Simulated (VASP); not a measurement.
# ZnSe (F-43m) in VASP: notebook, part 2 of 3

VASP 6.6.1. The steps go on from the part before.

## Step 4: Electric field gradients, PBE (23.67 Å³/atom)

This run uses another cell than the first one, of 23.67 Å³/atom.

Contents of INCAR:

```
SYSTEM = ZnSe
  PREC = Accurate
  ENCUT = 520
  EDIFF = 1E-8
  ISMEAR = -1
  SIGMA = 0.03
  LREAL = .False.
  LASPH = .True.
  NELM = 100
  ALGO = Normal
  ISIF = 2
  LWAVE = .False.
  LCHARG = .False.
  GGA = PE
  LEFG = .True.
  NBANDS = 16
```

Contents of KPOINTS:

```
Automatic mesh
0
Gamma
  8 8 8
  0 0 0
```

Contents of POSCAR:

```
ZnSe
1.0
    0.0000000000      2.8710911186      2.8710911186
    2.8710911186      0.0000000000      2.8710911186
    2.8710911186      2.8710911186      0.0000000000
Zn Se
1 1
Direct
    0.0000000000      0.0000000000      0.0000000000
    0.7500000000      0.7500000000      0.7500000000
```

Potentials or basis: VASP PAW PBE potentials, release 64 (Zn, Se).

The run is started by

```console
$ cat potpaw_PBE.64/Zn/POTCAR potpaw_PBE.64/Se/POTCAR > POTCAR
$ mpirun -np 1 vasp_std > vasp.out
```

OUTCAR:

```text
SYSTEM = ZnSe
   PREC = Accurate
   ENCUT = 520
   EDIFF = 1E-8
   ISMEAR = -1
   LREAL = .False.
   LASPH = .True.
   NELM = 100
   ISIF = 2
   GGA = PE

 ion  position               nearest neighbor table
   1  0.000  0.000  0.000-   2 2.49   2 2.49   2 2.49   2 2.49
   2  0.750  0.750  0.750-   1 2.49   1 2.49   1 2.49   1 2.49

  LATTYP: Found a face centered cubic cell.
 ALAT       =     5.7421822372

  Lattice vectors:

 A1 = (   0.0000000000,   2.8710911186,   2.8710911186)
 A2 = (   2.8710911186,   0.0000000000,   2.8710911186)
 A3 = (   2.8710911186,   2.8710911186,   0.0000000000)

Analysis of symmetry for initial positions (statically):
=====================================================================
 Subroutine PRICEL returns:
 Original cell was already a primitive cell.

 Routine SETGRP: Setting up the symmetry group for a
 face centered cubic supercell.

 Subroutine GETGRP returns: Found 24 space group operations
[... 642 lines left out ...]
  volume of cell :       47.33
      direct lattice vectors                 reciprocal lattice vectors
     0.000000000  2.871091119  2.871091119    -0.174149819  0.174149819  0.174149819
     2.871091119  0.000000000  2.871091119     0.174149819 -0.174149819  0.174149819
     2.871091119  2.871091119  0.000000000     0.174149819  0.174149819 -0.174149819

 POSITION                                       TOTAL-FORCE (eV/Angst)
 -----------------------------------------------------------------------------------
      0.00000      0.00000      0.00000         0.000000      0.000000     -0.000000
      4.30664      4.30664      4.30664        -0.000000     -0.000000      0.000000
 -----------------------------------------------------------------------------------
    total drift:                                0.000001      0.000001      0.000001

  FREE ENERGIE OF THE ION-ELECTRON SYSTEM (eV)
  ---------------------------------------------------
  free  energy   TOTEN  =        -6.0325464582 eV

  energy  without entropy=       -6.0325464582  energy(sigma->0) =       -6.03254646

 Electric field gradients (V/A^2)
---------------------------------------------------------------------
 ion       V_xx      V_yy      V_zz      V_xy      V_xz      V_yz
---------------------------------------------------------------------
   1       0.000    -0.000    -0.000    -0.001    -0.001    -0.001
   2      -0.000    -0.000    -0.000     0.000     0.000     0.000
---------------------------------------------------------------------

 Electric field gradients after diagonalization (V/A^2)
 (convention: |V_zz| > |V_xx| > |V_yy|)
----------------------------------------------------------------------
 ion       V_xx      V_yy      V_zz     asymmetry (V_yy - V_xx)/ V_zz
----------------------------------------------------------------------
   1       0.001     0.001    -0.003       0.000
   2      -0.000    -0.000     0.000       0.000
----------------------------------------------------------------------

           NMR quadrupolar parameters

 Cq : quadrupolar parameter    Cq=e*Q*V_zz/h
 eta: asymmetry parameters     (V_yy - V_xx)/ V_zz
 Q  : nuclear electric quadrupole moment in mb (millibarn)
----------------------------------------------------------------------
 ion       Cq(MHz)       eta       Q (mb)
----------------------------------------------------------------------
   1      -0.000       0.000       1.000
   2       0.000       0.000       1.000
----------------------------------------------------------------------
```

OSZICAR:

```text
N       E                     dE             d eps       ncg     rms          rms(c)
DAV:   1     0.868955564738E+02    0.86896E+02   -0.86689E+03   928   0.128E+03
DAV:   2    -0.749100777229E+00   -0.87645E+02   -0.82079E+02  1048   0.250E+02
DAV:   3    -0.627687678794E+01   -0.55278E+01   -0.55087E+01  1080   0.618E+01
DAV:   4    -0.632241753073E+01   -0.45541E-01   -0.45536E-01  1176   0.604E+00
DAV:   5    -0.632263593372E+01   -0.21840E-03   -0.21840E-03  1104   0.370E-01    0.443E+00
DAV:   6    -0.605050087131E+01    0.27214E+00   -0.53371E-01  1384   0.231E+01    0.340E+00
DAV:   7    -0.603232438798E+01    0.18176E-01   -0.14785E-01  1024   0.339E+00    0.146E+00
DAV:   8    -0.603217744375E+01    0.14694E-03   -0.42162E-03  1216   0.609E-01    0.432E-01
DAV:   9    -0.603244155605E+01   -0.26411E-03   -0.10535E-03  1096   0.243E-01    0.676E-02
DAV:  10    -0.603254215477E+01   -0.10060E-03   -0.14998E-04  1144   0.931E-02    0.169E-02
DAV:  11    -0.603254508879E+01   -0.29340E-05   -0.27839E-05  1120   0.440E-02    0.491E-03
DAV:  12    -0.603254633249E+01   -0.12437E-05   -0.37193E-06  1160   0.132E-02    0.326E-03
DAV:  13    -0.603254641327E+01   -0.80784E-07   -0.60759E-07  1144   0.602E-03    0.682E-04
DAV:  14    -0.603254646174E+01   -0.48461E-07   -0.50834E-08  1192   0.308E-03    0.545E-04
DAV:  15    -0.603254645821E+01    0.35238E-08   -0.81266E-09   896   0.177E-03
   1 F= -.60325465E+01 E0= -.60325465E+01  d E =-.554197E-10
```

stdout:

```text
POSCAR found type information on POSCAR ZnSe
 POSCAR found :  2 types and       2 ions
 scaLAPACK will be used
 LDA part: xc-table for (Slater+PW92), standard interpolation
 POSCAR, INCAR and KPOINTS ok, starting setup
 FFT: planning ... GRIDC
 FFT: planning ... GRID_SOFT
 FFT: planning ... GRID
 WAVECAR not read
 entering main loop
ion   1

ion   2
```

Wall time 37 s (1 thread of Intel Xeon Platinum 8488C (Sapphire Rapids), shared host); peak memory 0.18 GiB.

What came out:

| Quantity | Value |
| --- | --- |
| Free energy | -6.0325 eV |
| Pressure | -0.1 GPa |
| Band gap on the k mesh | 1.13 eV |
| Largest electric field gradient by atom | zero within the noise of the run |

[end of part 2 of 3]
